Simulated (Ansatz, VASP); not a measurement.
# Two plane-wave programs on P

```xyz
4
Lattice="1.6582 -5.2420 0.0000 1.6582 5.2420 0.0000 0.0000 0.0000 4.4231" Properties=species:S:1:pos:R:3 pbc="T T T"
P     1.6582   -4.1849    0.3726
P     1.6582   -1.0571    2.5841
P     1.6582    4.1849    4.0505
P     1.6582    1.0571    1.8389
```

Alike in both runs: functional r2SCAN; k mesh 12 × 12 × 10; no spin polarisation.

Ansatz relaxed the structure, and its values are those at the end. VASP's run is a single point on that final structure, the one shown.

|  | VASP | Ansatz |
| --- | --- | --- |
| version | VASP 6.6.1 | Ansatz 0.2.0 |
| potentials or method | VASP PAW PBE potentials, release 64 (P) | scalar-relativistic, plane waves, PAW |
| plane-wave cutoff (eV) | 520 | 500 |
| occupations | gaussian, width 0.01 eV | fixed |
| valence electrons in the cell | 20 | 20 |

|  | VASP | Ansatz | Ansatz less VASP |
| --- | --- | --- | --- |
| gap on the k mesh at the Fermi level (eV) | 0.02 | 0.04 | +0.023 |
| least direct gap on the mesh (eV) | 0.02 | 0.04 | +0.023 |
| pressure (GPa) | 0.6 | 1.3 | +0.67 |
| rms of the force components (eV/Å) | 0.058 | 0.001 | -0.0577 |

VASP's potentials were made for PBE, not for r2SCAN. Ansatz's warnings: stress scf threshold loose.
